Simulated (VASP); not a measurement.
## In: single point with r2SCAN

The system is In.

```
CELL_PARAMETERS angstrom
-1.91945 1.91945 1.91945
1.91945 -1.91945 1.91945
1.91945 1.91945 -1.91945
ATOMIC_POSITIONS crystal
In 0.00000 0.00000 0.00000
```

This cell differs from its parent crystal: volume scaled by 1.06.

- Program: VASP 6.6.1
- Task: single point
- Functional: r2SCAN
- Potentials or basis: VASP PAW PBE potentials, release 64 (In_d)
- Cutoff: 550 eV
- k mesh: 10 × 10 × 10
- Occupations: fermi-dirac, width 0.05 eV
- Spin: no spin polarisation

```yaml
Pressure: -2.0 GPa
```

Levels at points of the mesh, in eV from the Fermi level:
```csv
k point,band 4,band 5,band 6,band 7,band 8,band 9
"(0.00, 0.00, 0.00)",-14.89,-14.89,-9.41,10.92,10.92,10.92
"(0.50, 0.00, 0.00)",-14.90,-14.74,-3.98,-3.00,5.88,7.57
"(0.50, 0.50, 0.50)",-14.78,-14.78,0.81,1.32,1.32,1.32
```

Run time: 60 s on 1 thread of Intel Xeon 6975P-C (shared host), peak memory 0.17 GiB.

Caveat: the PAW data sets were made with another functional, which shifts forces and pressure a little; spin-orbit coupling is left out, which moves the levels of the heavy elements.
